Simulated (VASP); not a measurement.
# La (P6_3/mmc) in VASP: a series of runs

The runs below take La through single point, with PBE, revPBE, RPBE.

Everything below comes from runs of VASP 6.6.1. Logs are shortened: lines on timing, memory, paths and dates and some standing lists are left out, and cuts for length are marked.

## Step 1: The cell of the first run

It takes space group P6_3/mmc (No. 194, hexagonal). The conventional cell has a = 3.761 Å, b = 3.761 Å, c = 12.113 Å, α = 90.00°, β = 90.00°, γ = 120.00°. Within 4.9 Å of La (site symmetry -6m2) lie 12 La at 3.73 to 3.76 Å. Within 4.9 Å of La (site symmetry -3m) lie 12 La at 3.73 to 3.76 Å.

## Step 2: Single point, PBE

File INCAR:

```
ALGO = Normal ; EDIFF = 1E-7
ENCUT = 520 ; GGA = PE
ISIF = 2 ; ISMEAR = -1
LASPH = T ; LCHARG = T
LELF = T ; LREAL = F
LVHAR = T ; LWAVE = F
NBANDS = 30 ; NELM = 60
PREC = Accurate ; SIGMA = 0.05
```

File KPOINTS:

```
k-points
0
Gamma
  8 8 3
```

File POSCAR:

```
La
1.0
    3.7607064016      0.0000000000      0.0000000000
   -1.8803532008      3.2568672800      0.0000000000
    0.0000000000      0.0000000000     12.1133513403
La
4
Direct
    0.6666666667      0.3333333333      0.2500000000
    0.3333333333      0.6666666667      0.7500000000
    0.0000000000      0.0000000000      0.5000000000
    0.0000000000      0.0000000000      0.0000000000
```

Potentials or basis: VASP PAW PBE potentials, release 64 (La).

Started as:

```console
$ cat potpaw_PBE.64/La/POTCAR > POTCAR
$ mpirun -np 1 vasp_std > vasp.out
```

OUTCAR:

```text
EDIFF = 1E-7
   ENCUT = 520
   GGA = PE
   ISIF = 2
   ISMEAR = -1
   LASPH = T
   LREAL = F
   NELM = 60
   PREC = Accurate

 ion  position               nearest neighbor table
   1  0.667  0.333  0.250-
   2  0.333  0.667  0.750-
   3  0.000  0.000  0.500-
   4  0.000  0.000  0.000-

  LATTYP: Found a hexagonal cell.
 ALAT       =     3.7607064016
 C/A-ratio  =     3.2210308508

  Lattice vectors:

 A1 = (   3.7607064016,   0.0000000000,   0.0000000000)
 A2 = (  -1.8803532008,   3.2568672800,   0.0000000000)
 A3 = (   0.0000000000,   0.0000000000,  12.1133513403)

Analysis of symmetry for initial positions (statically):
=====================================================================
 Subroutine PRICEL returns:
 Original cell was already a primitive cell.

 Routine SETGRP: Setting up the symmetry group for a
 hexagonal supercell.

 Subroutine GETGRP returns: Found 24 space group operations
 (whereof 12 operations were pure point group operations)
 out of a pool of 24 trial point group operations.

The static configuration has the point symmetry D_3d.
 The point group associated with its full space group is D_6h.

Analysis of symmetry for dynamics (positions and initial velocities):
=====================================================================
 Subroutine PRICEL returns:
 Original cell was already a primitive cell.

 Routine SETGRP: Setting up the symmetry group for a
 hexagonal supercell.

 Subroutine GETGRP returns: Found 24 space group operations
 (whereof 12 operations were pure point group operations)
 out of a pool of 24 trial point group operations.

The dynamic configuration has the point symmetry D_3d.
 The point group associated with its full space group is D_6h.

 Subroutine INISYM returns: Found 24 space group operations
 (whereof 12 operations are pure point group operations),
 and found     1 'primitive' translations

----------------------------------------------------------------------------------------

                                     Primitive cell

  volume of cell :     148.3658

  direct lattice vectors                    reciprocal lattice vectors
     3.760706402  0.000000000  0.000000000     0.265907490  0.153521761  0.000000000
    -1.880353201  3.256867280  0.000000000     0.000000000  0.307043522  0.000000000
     0.000000000  0.000000000 12.113351340     0.000000000  0.000000000  0.082553537

  length of vectors
     3.760706402  3.760706402 12.113351340     0.307043522  0.307043522  0.082553537

  position of ions in fractional coordinates (direct lattice)
     0.666666667  0.333333333  0.250000000
     0.333333333  0.666666667  0.750000000
     0.000000000  0.000000000  0.500000000
     0.000000000  0.000000000  0.000000000

  ion indices of the primitive-cell ions
   primitive index   ion index
                 1           1
                 2           2
                 3           3
                 4           4

----------------------------------------------------------------------------------------

 KPOINTS: k-points

Automatic generation of k-mesh.
 Grid dimensions read from file:
 generate k-points for:    8    8    3

 Generating k-lattice:

  Cartesian coordinates                     Fractional coordinates (reciprocal lattice)
     0.033238436  0.019190220  0.000000000     0.125000000  0.000000000  0.000000000
     0.000000000  0.038380440  0.000000000     0.000000000  0.125000000  0.000000000
     0.000000000  0.000000000  0.027517846     0.000000000  0.000000000  0.333333333

  Length of vectors
     0.038380440  0.038380440  0.027517846

  Shift w.r.t. Gamma in fractional coordinates (k-lattice)
     0.000000000  0.000000000  0.000000000

 Subroutine IBZKPT returns following result:
 ===========================================

 Found     20 irreducible k-points:

 Following reciprocal coordinates:
            Coordinates               Weight
  0.000000  0.000000  0.000000      1.000000
  0.125000  0.000000  0.000000      6.000000
  0.250000  0.000000  0.000000      6.000000
  0.375000  0.000000  0.000000      6.000000
  0.500000  0.000000  0.000000      3.000000
  0.125000  0.125000  0.000000      6.000000
[... 12 lines left out ...]
  0.250000  0.250000  0.333333     12.000000
  0.375000  0.250000  0.333333     12.000000
   k-points           NKPTS =     20   k-points in BZ     NKDIM =     20   number of bands    NBANDS=     30
   number of dos      NEDOS =    301   number of ions     NIONS =      4
   total plane-waves  NPLWV =  70560
   dimension x,y,z NGX =    28 NGY =   28 NGZ =   90
   dimension x,y,z NGXF=    56 NGYF=   56 NGZF=  180
   ions per type =               4
   NGX,Y,Z   is equivalent  to a cutoff of  12.38, 12.38, 12.35 a.u.
   NGXF,Y,Z  is equivalent  to a cutoff of  24.76, 24.76, 24.70 a.u.
 SYSTEM =  unknown system
   PREC   = accura    normal or accurate (medium, high low for compatibility)
   ISTART =      0    job   : 0-new  1-cont  2-samecut
   ICHARG =      2    charge: 1-file 2-atom 10-const
   ISPIN  =      1    spin polarized calculation?
   LNONCOLLINEAR =      F non collinear calculations
   LSORBIT =      F    spin-orbit coupling
   LASPH  =      T    aspherical Exc in radial PAW
   ENCUT  =  520.0 eV  38.22 Ry    6.18 a.u.   6.99  6.99 22.52*2*pi/ulx,y,z
   NELM   =     60;   NELMIN=  2; NELMDL= -5     # of ELM steps
   EDIFF  = 0.1E-06   stopping-criterion for ELM
   LREAL  =      F    real-space projection
   EDIFFG = 0.1E-05   stopping-criterion for IOM
   NSW    =      0    number of steps for IOM
   IBRION =     -1    ionic relax: 0-MD 1-quasi-New 2-CG
   NFREE  =      0    steps in history (QN), initial steepest desc. (CG)
   ISIF   =      2    stress and relaxation
   ISYM   =      2    0-nonsym 1-usesym 2-fastsym
   POTIM  = 0.5000    time-step for ionic-motion
   TEBEG  =    0.0;   TEEND  =   0.0 temperature during run
   PSTRESS=    0.0 pullay stress
   NELECT =      44.0000    total number of electrons
   NUPDOWN=      -1.0000    fix difference up-down
   EMIN   =  10.00;   EMAX   =-10.00  energy-range for DOS
   EFERMI =   0.00;   METHOD = LEGACY
   ISMEAR =    -1;   SIGMA  =   0.05  broadening in eV -4-tet -1-fermi 0-gaus
   EFERMI_NEDOS =   21; number of points for ismear=-14 and -15
   IALGO  =     38    algorithm
   IMIX   =      4    mixing-type and parameters
     AMIX     =   0.40;   BMIX     =  1.00
     AMIX_MAG =   1.60;   BMIX_MAG =  1.00
  volume/ion in A,a.u.               =      37.09       250.31
  Fermi-wavevector in a.u.,A,eV,Ry     =   1.091728  2.063067 16.216377  1.191870
  Thomas-Fermi vector in A             =   2.227979
   LORBIT       =      0    0 simple, 1 ext, 2 COOP (PROOUT), +10 PAW based schemes
   GGA     = PE    functional components
   LHFCALC =     F    Hartree Fock is set to
   AEXX    =    0.0000 exact exchange contribution
   IVDW    =     0    specifies the selected vdW correction
   LEPSILON=     F    determine dielectric tensor
   LRPA    =     F    only Hartree local field effects (RPA)
 non-spin polarized calculation
  energy-cutoff  :      520.00
  volume of cell :      148.37
 maximum number of plane-waves:      4020
 NGX is ok and might be reduce to    28
   NGX = 13   NGY = 13   NGZ = 45

 number of electron      43.9999998 magnetization

 Free energy of the ion-electron system (eV)
  ---------------------------------------------------
  ext. energy  EPLUGINS =         0.00000000
  ---------------------------------------------------
  free energy    TOTEN  =       -19.57411457 eV

  energy without entropy =      -19.52298267  energy(sigma->0) =      -19.54854862

 E-fermi :   7.8938     XC(G=0):  -9.5664

 val. band max:        7.8860400434   @ k =   0.3750   0.2500   0.3333
 cond. band min:       7.9080982106   @ k =   0.2500   0.1250   0.0000
 fundamental gap:      0.0220581671
 Fermi energy:         7.8937740465

 k-point     1 :       0.0000    0.0000    0.0000
  band No.  band energies     occupation
      1     -24.9934      2.00000
      2     -24.8962      2.00000
      3     -24.8865      2.00000
      4     -24.7859      2.00000
      5      -9.3896      2.00000
      6      -8.7289      2.00000
[... 22 lines left out ...]
     29       9.2785      0.00000
     30       9.3743      0.00000

 k-point     2 :       0.1250    0.0000    0.0000
  band No.  band energies     occupation
      1     -24.9689      2.00000
      2     -24.8782      2.00000
      3     -24.8685      2.00000
      4     -24.7748      2.00000
      5      -9.3250      2.00000
      6      -8.7545      2.00000
[... 22 lines left out ...]
     29       9.3851      0.00000
     30       9.5270      0.00000

 k-point     3 :       0.2500    0.0000    0.0000
  band No.  band energies     occupation
      1     -24.9065      2.00000
      2     -24.8343      2.00000
      3     -24.8245      2.00000
      4     -24.7505      2.00000
      5      -9.1563      2.00000
      6      -8.9277      2.00000
[... 22 lines left out ...]
     29       9.3209      0.00000
     30       9.5413      0.00000

 k-point     4 :       0.3750    0.0000    0.0000
  band No.  band energies     occupation
      1     -24.8358      2.00000
      2     -24.7897      2.00000
      3     -24.7798      2.00000
      4     -24.7331      2.00000
      5      -9.2188      2.00000
      6      -9.2033      2.00000
[... 22 lines left out ...]
     29       9.4043      0.00000
     30       9.5641      0.00000

 k-point     5 :       0.5000    0.0000    0.0000
  band No.  band energies     occupation
      1     -24.8003      2.00000
      2     -24.7712      2.00000
      3     -24.7611      2.00000
      4     -24.7316      2.00000
      5      -9.3484      2.00000
      6      -9.3145      2.00000
[... 22 lines left out ...]
     29       9.6254      0.00000
     30       9.7240      0.00000
[... 394 lines left out ...]
     29       9.2637      0.00000
     30       9.4144      0.00000

 k-point    18 :       0.3750    0.1250    0.3333
  band No.  band energies     occupation
      1     -24.7963      2.00000
      2     -24.7840      2.00000
      3     -24.7482      2.00000
      4     -24.7358      2.00000
      5      -9.2394      2.00000
      6      -9.2064      2.00000
[... 22 lines left out ...]
     29       9.4776      0.00000
     30       9.5335      0.00000

 k-point    19 :       0.2500    0.2500    0.3333
  band No.  band energies     occupation
      1     -24.7967      2.00000
      2     -24.7843      2.00000
      3     -24.7480      2.00000
      4     -24.7355      2.00000
      5      -9.1182      2.00000
      6      -9.1019      2.00000
[... 22 lines left out ...]
     29       9.2372      0.00000
     30       9.3254      0.00000

 k-point    20 :       0.3750    0.2500    0.3333
  band No.  band energies     occupation
      1     -24.7663      2.00000
      2     -24.7617      2.00000
      3     -24.7442      2.00000
      4     -24.7397      2.00000
      5      -9.1396      2.00000
      6      -9.1187      2.00000
[... 22 lines left out ...]
     29       9.4934      0.00000
     30       9.5018      0.00000

------------------------ aborting loop because EDIFF is reached ----------------------------------------

  FORCE on cell =-STRESS in cart. coord.  units (eV):
  Direction    XX          YY          ZZ          XY          YZ          ZX
  --------------------------------------------------------------------------------------
  -------------------------------------------------------------------------------------
  Total        0.0634964      0.0634964      0.0656276      0.0000000      0.0000000     -0.0000000
  in kB        0.6856871      0.6856871      0.7087015      0.0000000      0.0000000     -0.0000000
  external PRESSURE =       0.6933586 kB  Pullay stress =       0.0000000 kB

 VOLUME and BASIS-vectors are now :
 -----------------------------------------------------------------------------
  energy-cutoff  :      520.00
  volume of cell :      148.37
      direct lattice vectors                 reciprocal lattice vectors
     3.760706402  0.000000000  0.000000000     0.265907490  0.153521761  0.000000000
    -1.880353201  3.256867280  0.000000000     0.000000000  0.307043522  0.000000000
     0.000000000  0.000000000 12.113351340     0.000000000  0.000000000  0.082553537

 POSITION                                       TOTAL-FORCE (eV/Angst)
 -----------------------------------------------------------------------------------
      1.88035      1.08562      3.02834         0.000000      0.000000     -0.000000
     -0.00000      2.17124      9.08501        -0.000000     -0.000000     -0.000000
      0.00000      0.00000      6.05668         0.000000      0.000000      0.000000
      0.00000      0.00000      0.00000        -0.000000      0.000000      0.000000
 -----------------------------------------------------------------------------------
    total drift:                               -0.000000      0.000000      0.000000

  FREE ENERGIE OF THE ION-ELECTRON SYSTEM (eV)
  ---------------------------------------------------
  free  energy   TOTEN  =       -19.5741145710 eV

  energy  without entropy=      -19.5229826684  energy(sigma->0) =      -19.54854862
```

It took 3.1 min on 1 thread of AMD EPYC 7R43 (Zen 3), shared host; peak memory 0.24 GiB.

What came out:

| Item | Value |
| --- | --- |
| Free energy | -19.5741 eV |
| Pressure | 0.1 GPa |
| Band gap on the k mesh | zero (band 22 reaches 8.86 eV, above the bottom of band 23 at 7.66 eV) |

Caveat: spin-orbit coupling is left out, which moves the levels of the heavy elements.

## Step 3: Single point, revPBE

This run uses another cell than the first one, of 38.50 Å³/atom, 1.038 times its volume.

File INCAR:

```
SYSTEM = La
PREC = Accurate ; ENCUT = 520
EDIFF = 1E-6 ; ISMEAR = -1
SIGMA = 0.05 ; LREAL = .False.
LASPH = .True. ; NELM = 100
ALGO = Fast ; ISIF = 2
LWAVE = .False. ; LCHARG = .False.
GGA = RE ; NBANDS = 30
```

File KPOINTS:

```
Automatic mesh
0
Gamma
  8 8 3
  0 0 0
```

File POSCAR:

```
La
1.0
    3.8067173594      0.0000000000      0.0000000000
   -1.9033586797      3.2967139382      0.0000000000
    0.0000000000      0.0000000000     12.2711470511
La
4
Direct
    0.6666666667      0.3333333333      0.2500000000
    0.3333333333      0.6666666667      0.7500000000
    0.0000000000      0.0000000000      0.5000000000
    0.0000000000      0.0000000000      0.0000000000
```

Potentials or basis: VASP PAW PBE potentials, release 64 (La).

Started as:

```console
$ cat potpaw_PBE.64/La/POTCAR > POTCAR
$ mpirun -np 1 vasp_std > vasp.out
```

Wall time 11 min (1 thread of AMD EPYC 7R43 (Zen 3), shared host); peak memory 0.27 GiB.

The run converged. Its results:

```
Free energy            : -18.4647 eV
Pressure               : 0.1 GPa
Band gap on the k mesh : zero (band 22 reaches 8.50 eV, above the bottom of band 23 at 7.35 eV)
```

Levels at points of the mesh, in eV from the Fermi level:
```tsv
k point	band 18	band 19	band 20	band 21	band 22	band 23	band 24	band 25	band 26	band 27
(0.00, 0.00, 0.00)	-1.90	-1.90	-1.70	0.47	0.59	1.24	1.25	1.27	1.35	1.37
(0.50, 0.00, 0.00)	-1.75	-1.47	-1.02	-0.63	-0.30	-0.20	0.42	0.87	1.40	1.66
```

Caveat: the PAW data sets were made with another functional, which shifts forces and pressure a little; spin-orbit coupling is left out, which moves the levels of the heavy elements.

(Continued in part 2 of 2.)
